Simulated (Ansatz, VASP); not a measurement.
**BW3 in VASP and in Ansatz**

INCAR

```
PREC = Accurate
ENCUT = 520
EDIFF = 1E-6
ISMEAR = 0
SIGMA = 0.1
LREAL = False
LASPH = True
NELM = 80
ALGO = Normal
ISIF = 2
LWAVE = False
LCHARG = False
GGA = PE
NBANDS = 30
```

The input KPOINTS:

```
regular mesh
0
Gamma
  6 6 6
```

File POSCAR:

```
BW3
1.0
    3.7629304154      0.0000000000      0.0000000000
    0.0000000000      3.7629304154      0.0000000000
    0.0000000000      0.0000000000      3.7629304154
B W
1 3
Direct
    0.0000000000      0.0000000000      0.0000000000
    0.0000000000      0.5000000000      0.5000000000
    0.5000000000      0.0000000000      0.5000000000
    0.5000000000      0.5000000000      0.0000000000
```

Input for Ansatz:

```yaml
crystal:
  lattice:
    - [3.7629304154, 0.0, 0.0]
    - [0.0, 3.7629304154, 0.0]
    - [0.0, 0.0, 3.7629304154]
  atoms:
    - { symbol: B, position: [0.0, 0.0, 0.0] }
    - { symbol: W, position: [0.0, 0.5, 0.5] }
    - { symbol: W, position: [0.5, 0.0, 0.5] }
    - { symbol: W, position: [0.5, 0.5, 0.0] }
basis:
  ecutwfc: 420
kpoints:
  mp_grid: { grid: [6, 6, 6] }
hamiltonian:
  xc: pbe
scf:
  occupations: { method: gaussian, width: 0.1 }
  lower_state_search: "off"
output:
  forces: true
  stress: true
  eigenvalues: true
```

Alike in both runs: task single point; functional PBE; k mesh 6 × 6 × 6; occupations gaussian, width 0.1 eV; no spin polarisation.

|  | VASP | Ansatz |
| --- | --- | --- |
| version | VASP 6.6.1 | Ansatz 0.2.0 |
| potentials or method | VASP PAW PBE potentials, release 64 (B, W_sv), cutoff 520 eV | scalar-relativistic, plane waves, PAW |
| valence electrons in the cell | 45 | 45 |

|  | VASP | Ansatz | Ansatz less VASP |
| --- | --- | --- | --- |
| gap on the k mesh at the Fermi level (eV) | none | none | - |
| pressure (GPa) | 16.4 | 15.5 | -0.90 |

A gap of «none» marks a metal or a gap that the smearing closes.

Neither program's run includes spin-orbit coupling.
